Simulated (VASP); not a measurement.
Here is a VASP 6.6.1 calculation.

Contents of INCAR:

```
SYSTEM = TiB2
PREC = Accurate
ENCUT = 520
EDIFF = 1E-7
ISMEAR = -1
SIGMA = 0.05
LREAL = .FALSE.
LASPH = .TRUE.
NELM = 80
ALGO = Normal
ISIF = 2
LWAVE = .FALSE.
LCHARG = .FALSE.
GGA = PS
NBANDS = 16
```

The input KPOINTS:

```
Automatic mesh
0
G
  16 16 14
  0 0 0
```

File POSCAR:

```
TiB2
1.0
    3.0136820529      0.0000000000      0.0000000000
   -1.5068410264      2.6099252167      0.0000000000
    0.0000000000      0.0000000000      3.1805986746
Ti B
1 2
Direct
    0.0000000000      0.0000000000      0.0000000000
    0.3333333333      0.6666666667      0.5000000000
    0.6666666667      0.3333333333      0.5000000000
```

Potentials or basis: VASP PAW PBE potentials, release 64 (Ti_sv, B).

The run is started by

```sh
$ cat potpaw_PBE.64/Ti_sv/POTCAR potpaw_PBE.64/B/POTCAR > POTCAR
$ mpirun -np 1 vasp_std > vasp.out
```

(1) What does it give for the band gap on the k mesh?

(2) What does it give for the pressure?

## Answers

(1) zero (bands 9 and 10 overlap by 0.63 eV).

(2) 1.4 GPa.

Caveat: the PAW data sets were made with another functional, which shifts forces and pressure a little.
